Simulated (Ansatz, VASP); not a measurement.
## Two plane-wave programs on Au

```
CELL_PARAMETERS angstrom
0.00000 2.03882 2.03882
2.03882 0.00000 2.03882
2.03882 2.03882 0.00000
ATOMIC_POSITIONS crystal
Au 0.00000 0.00000 0.00000
```

Alike in both runs: task relaxation of cell and atoms; functional PBEsol; k mesh 18 × 18 × 18; occupations fermi-dirac, width 0.1 eV; no spin polarisation.

```csv
,VASP,Ansatz
version,VASP 6.6.1,Ansatz 0.2.0
potentials or method,"VASP PAW PBE potentials, release 64 (Au)","PAW with Ansatz's default frozen-core files, scalar-relativistic"
plane-wave cutoff (eV),500,420
valence electrons in the cell,11,19
```

|  | VASP | Ansatz | Ansatz less VASP |
| --- | --- | --- | --- |
| relaxed volume (Å³/atom) | 16.99 | 17.02 | +0.030 |
| relaxed cell length with the largest relative difference (Å) | 2.886 | 2.888 | +0.0017 |

VASP's potentials were made for PBE, not for PBEsol. VASP's potentials hold 11 valence electrons a cell and Ansatz's 19, so a difference there can come from the potentials and not from the codes.

Neither program's run includes spin-orbit coupling.
